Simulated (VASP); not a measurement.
The system is RbAl2O3.

```
Rb Al O
1.0
     4.74529    0.00000    0.00000
    -2.37264    4.10954    0.00000
     0.00000    0.00000    2.47610
Rb Al O
1 2 3
Direct
  0.00000 0.00000 0.50000
  0.33333 0.66667 0.50000
  0.66667 0.33333 0.50000
  0.50000 0.50000 0.00000
  0.00000 0.50000 0.00000
  0.50000 0.00000 0.00000
```

The cell was built from a structure type or drawn by symmetry, and may not be a known phase.

- Program: VASP 6.6.1
- Task: relaxation of cell and atoms
- Functional: PBE
- Potentials or basis: VASP PAW PBE potentials, release 64 (Rb_sv, Al, O)
- Cutoff: 600 eV
- k mesh: 6 × 6 × 8
- Occupations: gaussian, width 0.1 eV
- Spin: no spin polarisation

At the start: pressure 98.7 GPa; volume 8.05 Å³/atom.

Q: Where does the relaxation end?

A: Over 6 steps the energy falls by 909.4 meV/atom and the volume is 12.20 Å³/atom (+51.6 %); space group P6/mmm (No. 191, to 0.1 Å) before and after.

The path:
```csv
step,energy change (eV),largest force (eV/Å),pressure (GPa),volume (Å³)
1,0.0000,0.0000,98.74,48.29
2,-3.7379,0.0000,-20.65,91.87
3,-5.2854,0.0000,1.22,71.49
4,-5.2858,0.0000,0.31,72.02
5,-5.4454,0.0000,0.09,73.48
6,-5.4564,0.0000,0.03,73.20
```

Final structure:
```yaml
crystal:
  lattice:
    - [5.51524, 0.00000, 0.00000]
    - [-2.75762, 4.77633, 0.00000]
    - [0.00000, 0.00000, 2.77889]
  atoms:
    - { symbol: Rb, position: [0.00000, 0.00000, 0.50000] }
    - { symbol: Al, position: [0.33333, 0.66667, 0.50000] }
    - { symbol: Al, position: [0.66667, 0.33333, 0.50000] }
    - { symbol: O, position: [0.50000, 0.50000, 0.00000] }
    - { symbol: O, position: [0.00000, 0.50000, 0.00000] }
    - { symbol: O, position: [0.50000, 0.00000, 0.00000] }
```

Caveat: the volume moved by over 15 % at a fixed basis, so the end points are rough; an odd number of electrons without spin polarisation forces a metal; a magnetic or distorted state may lie lower.
